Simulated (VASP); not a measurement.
Set up this calculation in VASP 6.6.1, as the native input.

* Task: single point
* Functional: PBE
* Potentials or basis: VASP PAW PBE potentials, release 64 (Sr_sv, Os)
* Cutoff: 520 eV
* k mesh: 6 × 6 × 4
* Occupations: gaussian, width 0.1 eV
* Spin: no spin polarisation
* Dipole correction: no
* Further INCAR settings: ALGO = Normal; EDIFF = 1e-06; NBANDS = 34

The structure of SrOs5 lies in POSCAR:

```
SrOs5
1.0
    4.3043881300      0.0000000000      0.0000000000
   -2.1521940700      3.7277094700      0.0000000000
    0.0000000000      0.0000000000      6.8546226000
Sr Os
1 5
Direct
    0.0000000000      0.0000000000      0.5000000000
    0.3333333300      0.6666666700      0.7636442500
    0.3333333300      0.6666666700      0.2363557500
    0.6666666700      0.3333333300      0.2363557500
    0.6666666700      0.3333333300      0.7636442500
    0.0000000000      0.0000000000      0.0000000000
```

The cell was built from a structure type or drawn by symmetry, and may not be a known phase.

These files were run (other wordings do the same):

INCAR

```
SYSTEM = SrOs5
PREC     = Accurate       ! precision mode
ENCUT    = 520            ! plane-wave cutoff, eV
EDIFF    = 1E-6           ! SCF threshold, eV
ISMEAR   = 0              ! smearing method
SIGMA    = 0.1            ! smearing width, eV
LREAL    = .False.        ! projectors in reciprocal space
LASPH    = .True.         ! aspherical terms in the spheres
NELM     = 60             ! most SCF steps
ALGO     = Normal         ! electronic algorithm
ISIF     = 2              ! what is computed and relaxed
LWAVE    = .False.        ! write WAVECAR
LCHARG   = .False.        ! write CHGCAR
GGA      = PE             ! functional
NBANDS   = 34             ! bands
```

KPOINTS

```
regular mesh
0
Gamma
  6 6 4
  0 0 0
```

Potentials or basis: VASP PAW PBE potentials, release 64 (Sr_sv, Os).

Command:

```sh
$ cat potpaw_PBE.64/Sr_sv/POTCAR potpaw_PBE.64/Os/POTCAR > POTCAR
$ mpirun -np 1 vasp_std > vasp.out
```

It gave:

- Pressure: -4.5 GPa
- Largest force: 2.290 eV/Å
- Band gap on the k mesh: zero (bands 25 and 26 overlap by 0.49 eV)

Caveat: the cell stands under tension; spin-orbit coupling is left out, which moves the levels of the heavy elements; forces of over 1 eV/Å act on the atoms, so gaps and moduli don't describe the material at rest.

It took 50 s on 1 thread of Intel(R) Xeon(R) 6975P-C (Granite Rapids), on a shared host, peak memory 0.25 GiB.
